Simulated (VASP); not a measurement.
# Ti2O (P-3m1) in VASP: further runs, part 2 of 2

VASP 6.6.1.

## 4. Single point, PBEsol (12.25 Å³/atom)

This run uses another cell than the first one, of 12.25 Å³/atom.

The input, INCAR:

```
PREC = Accurate
ENCUT = 520
EDIFF = 1E-6
ISMEAR = 0
SIGMA = 0.1
LREAL = F
LASPH = T
NELM = 100
ALGO = Normal
ISIF = 2
LWAVE = F
LCHARG = F
GGA = PS
NBANDS = 22
```

The input, KPOINTS:

```
Automatic mesh
0
Gamma
  18 18 10
```

The input, POSCAR:

```
Ti2O
1.0
    2.9841967719      0.0000000000      0.0000000000
   -1.4920983860      2.5843902143      0.0000000000
    0.0000000000      0.0000000000      4.7640957737
Ti O
2 1
Direct
    0.6666666667      0.3333333333      0.2613206515
    0.3333333333      0.6666666667      0.7386793485
    0.0000000000      0.0000000000      0.0000000000
```

Potentials or basis: VASP PAW PBE potentials, release 64 (Ti_sv, O).

Launch:

```console
$ cat potpaw_PBE.64/Ti_sv/POTCAR potpaw_PBE.64/O/POTCAR > POTCAR
$ mpirun -np 1 vasp_std > vasp.out
```

OUTCAR:

```text
PREC = Accurate
   ENCUT = 520
   EDIFF = 1E-6
   ISMEAR = 0
   LREAL = F
   LASPH = T
   NELM = 100
   ISIF = 2
   GGA = PS

 ion  position               nearest neighbor table
   1  0.667  0.333  0.261-   3 2.13   3 2.13   3 2.13   2 2.85   2 2.85   2 2.85
   2  0.333  0.667  0.739-   3 2.13   3 2.13   3 2.13   1 2.85   1 2.85   1 2.85
   3  0.000  0.000  0.000-   1 2.13   2 2.13   2 2.13   1 2.13   1 2.13   2 2.13

  LATTYP: Found a hexagonal cell.
 ALAT       =     2.9841967719
 C/A-ratio  =     1.5964415680

  Lattice vectors:

 A1 = (   2.9841967719,   0.0000000000,   0.0000000000)
 A2 = (  -1.4920983860,   2.5843902143,   0.0000000000)
 A3 = (   0.0000000000,   0.0000000000,   4.7640957737)

Analysis of symmetry for initial positions (statically):
=====================================================================
 Subroutine PRICEL returns:
 Original cell was already a primitive cell.

 Routine SETGRP: Setting up the symmetry group for a
 hexagonal supercell.

[... 165 lines left out ...]
  free energy    TOTEN  =       -27.59742588 eV

  energy without entropy =      -27.59206575  energy(sigma->0) =      -27.59474582

 E-fermi :   9.6681     XC(G=0): -12.4210

 val. band max:        9.6679507109   @ k =   0.0556   0.0556   0.3000
 cond. band min:       9.6687574886   @ k =   0.1111  -0.0000   0.3000
 fundamental gap:      0.0008067777
 Fermi energy:         9.6681072586

 k-point     1 :       0.0000    0.0000    0.0000
  band No.  band energies     occupation
      1     -47.3431      2.00000
      2     -47.2212      2.00000
      3     -24.0810      2.00000
      4     -23.4656      2.00000
      5     -23.4656      2.00000
      6     -23.3839      2.00000
[... 589 lines left out ...]
     21      12.7754      0.00000
     22      12.9091      0.00000

 [... further k-points ...]

------------------------ aborting loop because EDIFF is reached ----------------------------------------

  FORCE on cell =-STRESS in cart. coord.  units (eV):
  Direction    XX          YY          ZZ          XY          YZ          ZX
  --------------------------------------------------------------------------------------
  -------------------------------------------------------------------------------------
  Total       -1.1680314     -1.1680314     -1.1769797      0.0000000      0.0000000     -0.0000000
  in kB      -50.9329765    -50.9329765    -51.3231774      0.0000000      0.0000000     -0.0000000
  external PRESSURE =     -51.0630435 kB  Pullay stress =       0.0000000 kB

 VOLUME and BASIS-vectors are now :
 -----------------------------------------------------------------------------
  energy-cutoff  :      520.00
  volume of cell :       36.74
      direct lattice vectors                 reciprocal lattice vectors
     2.984196772  0.000000000  0.000000000     0.335098546  0.193469236  0.000000000
    -1.492098386  2.584390214  0.000000000     0.000000000  0.386938472  0.000000000
     0.000000000  0.000000000  4.764095774     0.000000000  0.000000000  0.209903421

 POSITION                                       TOTAL-FORCE (eV/Angst)
 -----------------------------------------------------------------------------------
      1.49210      0.86146      1.24496        -0.000000      0.000000      0.041765
     -0.00000      1.72293      3.51914         0.000000     -0.000000     -0.041765
      0.00000      0.00000      0.00000         0.000000      0.000000     -0.000000
 -----------------------------------------------------------------------------------
    total drift:                                0.000000     -0.000000      0.000000

  FREE ENERGIE OF THE ION-ELECTRON SYSTEM (eV)
  ---------------------------------------------------
  free  energy   TOTEN  =       -27.5974258825 eV

  energy  without entropy=      -27.5920657503  energy(sigma->0) =      -27.59474582
```

OSZICAR:

```text
N       E                     dE             d eps       ncg     rms          rms(c)
DAV:   1     0.345088286383E+03    0.34509E+03   -0.15209E+04 14528   0.170E+03
DAV:   2     0.102465437407E+02   -0.33484E+03   -0.32037E+03 15294   0.482E+02
DAV:   3    -0.288375090820E+02   -0.39084E+02   -0.38200E+02 22758   0.146E+02
DAV:   4    -0.319113204633E+02   -0.30738E+01   -0.30543E+01 19310   0.366E+01
DAV:   5    -0.320278159570E+02   -0.11650E+00   -0.11647E+00 19484   0.615E+00    0.174E+01
DAV:   6    -0.278043916374E+02    0.42234E+01   -0.22441E+01 19322   0.467E+01    0.535E+00
DAV:   7    -0.276132622146E+02    0.19113E+00   -0.19575E+00 20492   0.106E+01    0.317E+00
DAV:   8    -0.275957020272E+02    0.17560E-01   -0.21051E-01 19232   0.396E+00    0.103E+00
DAV:   9    -0.275966826694E+02   -0.98064E-03   -0.41265E-02 20766   0.188E+00    0.499E-01
DAV:  10    -0.275974492140E+02   -0.76654E-03   -0.84666E-03 17888   0.781E-01    0.619E-02
DAV:  11    -0.275974283397E+02    0.20874E-04   -0.54809E-04 22022   0.306E-01    0.417E-02
DAV:  12    -0.275974288641E+02   -0.52435E-06   -0.10486E-04 17640   0.996E-02    0.111E-02
DAV:  13    -0.275974261395E+02    0.27245E-05   -0.63014E-06 18294   0.353E-02    0.574E-03
DAV:  14    -0.275974258825E+02    0.25709E-06   -0.12482E-06  9120   0.122E-02
   1 F= -.27597426E+02 E0= -.27594746E+02  d E =-.536013E-02
```

stdout:

```text
POSCAR found type information on POSCAR TiO
 POSCAR found :  2 types and       3 ions
 scaLAPACK will be used
 -----------------------------------------------------------------------------
|                                                                             |
|                                                                             |
|     You enforced a specific xc type in the INCAR file but a different       |
|     I HOPE YOU KNOW WHAT YOU ARE DOING!                                     |
|                                                                             |
 -----------------------------------------------------------------------------

 LDA part: xc-table for (Slater+PW92), standard interpolation
 POSCAR, INCAR and KPOINTS ok, starting setup
 FFT: planning ... GRIDC
 FFT: planning ... GRID_SOFT
 FFT: planning ... GRID
 WAVECAR not read
 entering main loop
```

It took 5.3 min on 1 thread of Intel Xeon Platinum 8175M at 2.50GHz (Skylake/Cascade Lake), shared host; peak memory 0.34 GiB.

What came out:

* Free energy: -27.5974 eV
* Pressure: -5.1 GPa
* Largest force: 0.042 eV/Å
* Band gap on the k mesh: zero (bands 15 and 16 overlap by 0.80 eV)

Forces in eV/Å, atoms in the order of the input:
```
Ti   0.000  0.000  0.042
Ti   0.000  0.000 -0.042
O    0.000  0.000  0.000
```

Caveat: the cell stands under tension; the PAW data sets were made with another functional, which shifts forces and pressure a little.

## 5. Overview

| cell | gap on the mesh (eV) | pressure (GPa) | largest force (eV/Å) |
| --- | --- | --- | --- |
| a = 2.921, b = 2.921, c = 4.682 Å, angles 90.0, 90.0, 120.0°, 3 atoms, atomic positions A | none | 6.8 | 0.05 |
| a = 2.919, b = 2.919, c = 4.713 Å, angles 90.0, 90.0, 120.0°, 3 atoms, atomic positions A | none | 5.5 | 0.05 |
| a = 2.984, b = 2.984, c = 4.764 Å, angles 90.0, 90.0, 120.0°, 3 atoms, atomic positions B | none | -5.1 | 0.04 |

Alike in all rows: task single point; level PBEsol; potentials or basis VASP PAW PBE potentials, release 64 (Ti_sv, O); no spin polarisation; k mesh 18 × 18 × 10; cutoff (eV) 520; smearing gaussian 0.1 eV.

Caveats: the PAW data sets were made with another functional, which shifts forces and pressure a little; the cell stands under pressure (at least some runs); the cell stands under tension (at least some runs).

Absolute energies hang on the potentials; compare differences alone.
